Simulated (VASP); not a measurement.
# Se (I4_1/amd) in VASP: single point with PBE

Aim: the single point of Se with PBE.

Program: VASP 6.6.1. These are calculated values, not measurements. Logs are shortened: lines on timing, memory, paths and dates and some standing lists are left out, and cuts for length are marked.

### 1 The cell of the first run

Symmetry: I4_1/amd, No. 141, tetragonal system. The conventional cell has a = 4.557 Å, b = 4.557 Å, c = 2.396 Å, α = 90.00°, β = 90.00°, γ = 90.00°. Within 3.1 Å of Se (site symmetry -4m2) lie 10 Se at 2.36 to 2.90 Å.

### 2 Single point, PBE

Input file INCAR:

```
  PREC = Accurate
  ENCUT = 520
  EDIFF = 1E-6
  ISMEAR = -1
  SIGMA = 0.08
  LREAL = False
  LASPH = True
  NELM = 60
  ALGO = Normal
  ISIF = 2
  LWAVE = False
  LCHARG = False
  GGA = PE
  NBANDS = 13
```

Input file KPOINTS:

```
regular mesh
0
Gamma
  17 17 17
```

Input file POSCAR:

```
Se
1.0
   -2.2785006081      2.2785006081      1.1982212688
    2.2785006081     -2.2785006081      1.1982212688
    2.2785006081      2.2785006081     -1.1982212688
Se
2
Direct
   -0.3750000000     -0.1250000000     -0.2500000000
    0.3750000000      0.1250000000      0.2500000000
```

Potentials or basis: VASP PAW PBE potentials, release 64 (Se).

The run is started by

```sh
> cat potpaw_PBE.64/Se/POTCAR > POTCAR
> mpirun -np 1 vasp_std > vasp.out
```

OUTCAR:

```text
PREC = Accurate
   ENCUT = 520
   EDIFF = 1E-6
   ISMEAR = -1
   LREAL = False
   LASPH = True
   NELM = 60
   ISIF = 2
   GGA = PE

 ion  position               nearest neighbor table
   1  0.625  0.875  0.750-   2 2.36   2 2.36   2 2.36   2 2.36
   2  0.375  0.125  0.250-   1 2.36   1 2.36   1 2.36   1 2.36

  LATTYP: Found a body centered tetragonal cell.
 ALAT       =     4.5570012162
 C/A-ratio  =     0.5258814786

  Lattice vectors:

 A1 = (  -2.2785006081,   2.2785006081,   1.1982212688)
 A2 = (   2.2785006081,  -2.2785006081,   1.1982212688)
 A3 = (   2.2785006081,   2.2785006081,  -1.1982212688)

Analysis of symmetry for initial positions (statically):
=====================================================================
 Subroutine PRICEL returns:
 Original cell was already a primitive cell.

 Routine SETGRP: Setting up the symmetry group for a
 body centered tetragonal supercell.

 Subroutine GETGRP returns: Found 16 space group operations
 (whereof  4 operations were pure point group operations)
 out of a pool of 16 trial point group operations.

The static configuration has the point symmetry C_2h.
 The point group associated with its full space group is D_4h.

Analysis of symmetry for dynamics (positions and initial velocities):
=====================================================================
 Subroutine PRICEL returns:
 Original cell was already a primitive cell.

 Routine SETGRP: Setting up the symmetry group for a
 body centered tetragonal supercell.

 Subroutine GETGRP returns: Found 16 space group operations
 (whereof  4 operations were pure point group operations)
 out of a pool of 16 trial point group operations.

The dynamic configuration has the point symmetry C_2h.
 The point group associated with its full space group is D_4h.

 Subroutine INISYM returns: Found 16 space group operations
 (whereof  4 operations are pure point group operations),
 and found     1 'primitive' translations

----------------------------------------------------------------------------------------

                                     Primitive cell

  volume of cell :      24.8826

  direct lattice vectors                    reciprocal lattice vectors
    -2.278500608  2.278500608  1.198221269     0.000000000  0.219442557  0.417285199
     2.278500608 -2.278500608  1.198221269     0.219442557  0.000000000  0.417285199
     2.278500608  2.278500608 -1.198221269     0.219442557  0.219442557  0.000000000

  length of vectors
[... 87 lines left out ...]
   NFREE  =      0    steps in history (QN), initial steepest desc. (CG)
   ISIF   =      2    stress and relaxation
   ISYM   =      2    0-nonsym 1-usesym 2-fastsym
   POTIM  = 0.5000    time-step for ionic-motion
   TEBEG  =    0.0;   TEEND  =   0.0 temperature during run
   PSTRESS=    0.0 pullay stress
   NELECT =      12.0000    total number of electrons
   NUPDOWN=      -1.0000    fix difference up-down
   EMIN   =  10.00;   EMAX   =-10.00  energy-range for DOS
   EFERMI =   0.00;   METHOD = LEGACY
   ISMEAR =    -1;   SIGMA  =   0.08  broadening in eV -4-tet -1-fermi 0-gaus
   EFERMI_NEDOS =   21; number of points for ismear=-14 and -15
   IALGO  =     38    algorithm
   IMIX   =      4    mixing-type and parameters
     AMIX     =   0.40;   BMIX     =  1.00
     AMIX_MAG =   1.60;   BMIX_MAG =  1.00
  volume/ion in A,a.u.               =      12.44        83.96
  Fermi-wavevector in a.u.,A,eV,Ry     =   1.283818  2.426064 22.424970  1.648189
  Thomas-Fermi vector in A             =   2.416048
   LORBIT       =      0    0 simple, 1 ext, 2 COOP (PROOUT), +10 PAW based schemes
   GGA     = PE    functional components
   LHFCALC =     F    Hartree Fock is set to
   AEXX    =    0.0000 exact exchange contribution
   IVDW    =     0    specifies the selected vdW correction
   LEPSILON=     F    determine dielectric tensor
   LRPA    =     F    only Hartree local field effects (RPA)
 non-spin polarized calculation
  energy-cutoff  :      520.00
  volume of cell :       24.88
 maximum number of plane-waves:       688
 NGX is ok and might be reduce to    28
   NGX = 13   NGY = 13   NGZ = 13

 number of electron      12.0000002 magnetization

 Free energy of the ion-electron system (eV)
  ---------------------------------------------------
  ext. energy  EPLUGINS =         0.00000000
  ---------------------------------------------------
  free energy    TOTEN  =        -1.15397165 eV

  energy without entropy =       -1.13448722  energy(sigma->0) =       -1.14422944

 E-fermi :  13.5881     XC(G=0): -12.8893

 val. band max:       13.5858044436   @ k =  -0.2353   0.3529   0.1765
 cond. band min:      13.5915941480   @ k =  -0.2941   0.4118   0.0588
 fundamental gap:      0.0057897044
 Fermi energy:        13.5880631292

 k-point     1 :       0.0000    0.0000    0.0000
  band No.  band energies     occupation
      1      -9.3574      2.00000
      2       1.7430      2.00000
      3       4.5404      2.00000
      4       4.5404      2.00000
      5      12.5802      1.99999
      6      16.8806      0.00000
      7      16.8806      0.00000
      8      18.4228      0.00000
      9      18.9021      0.00000
     10      21.9632      0.00000
     11      23.3424      0.00000
     12      25.9336      0.00000
     13      28.0257      0.00000
[... 354 lines left out ...]
  band No.  band energies     occupation
      1      -9.1498      2.00000
      2       0.9603      2.00000
      3       4.5433      2.00000
      4       5.4707      2.00000
      5      13.2232      1.97931
      6      15.3858      0.00000
      7      16.5945      0.00000
      8      17.7084      0.00000
      9      17.9991      0.00000
     10      22.5573      0.00000
     11      24.1708      0.00000
     12      25.8255      0.00000
     13      26.1793      0.00000

 [... further k-points ...]
[... 5 lines left out ...]
  --------------------------------------------------------------------------------------
  -------------------------------------------------------------------------------------
  Total       20.4184270     20.4184270     20.4374247     -0.0000000      0.0000000      0.0000000
  in kB     1314.7329611   1314.7329611   1315.9562116     -0.0000000      0.0000000      0.0000000
  external PRESSURE =    1315.1407112 kB  Pullay stress =       0.0000000 kB

 VOLUME and BASIS-vectors are now :
 -----------------------------------------------------------------------------
  energy-cutoff  :      520.00
  volume of cell :       24.88
      direct lattice vectors                 reciprocal lattice vectors
    -2.278500608  2.278500608  1.198221269     0.000000000  0.219442557  0.417285199
     2.278500608 -2.278500608  1.198221269     0.219442557  0.000000000  0.417285199
     2.278500608  2.278500608 -1.198221269     0.219442557  0.219442557  0.000000000

 POSITION                                       TOTAL-FORCE (eV/Angst)
 -----------------------------------------------------------------------------------
      2.27850      1.13925      0.89867        -0.000000     -0.000000      0.000000
      0.00000      1.13925      0.29956         0.000000      0.000000     -0.000000
 -----------------------------------------------------------------------------------
    total drift:                               -0.000000      0.000000     -0.000000

  FREE ENERGIE OF THE ION-ELECTRON SYSTEM (eV)
  ---------------------------------------------------
  free  energy   TOTEN  =        -1.1539716526 eV

  energy  without entropy=       -1.1344872231  energy(sigma->0) =       -1.14422944
```

stdout:

```text
POSCAR found type information on POSCAR Se
 POSCAR found :  1 types and       2 ions
 scaLAPACK will be used
 LDA part: xc-table for (Slater+PW92), standard interpolation
 POSCAR, INCAR and KPOINTS ok, starting setup
 FFT: planning ... GRIDC
 FFT: planning ... GRID_SOFT
 FFT: planning ... GRID
 WAVECAR not read
 entering main loop
```

It took 3.6 min on 1 thread of AMD EPYC 7R43 (Zen 3), shared host; peak memory 0.2 GiB.

Results:

```
Free energy            : -1.1540 eV
Pressure               : 131.5 GPa
Band gap on the k mesh : zero (band 6 reaches 19.22 eV, above the bottom of band 7 at 11.56 eV)
```

Stress tensor (GPa, compression positive):
```
131.47   0.00   0.00
  0.00 131.47   0.00
  0.00   0.00 131.60
```
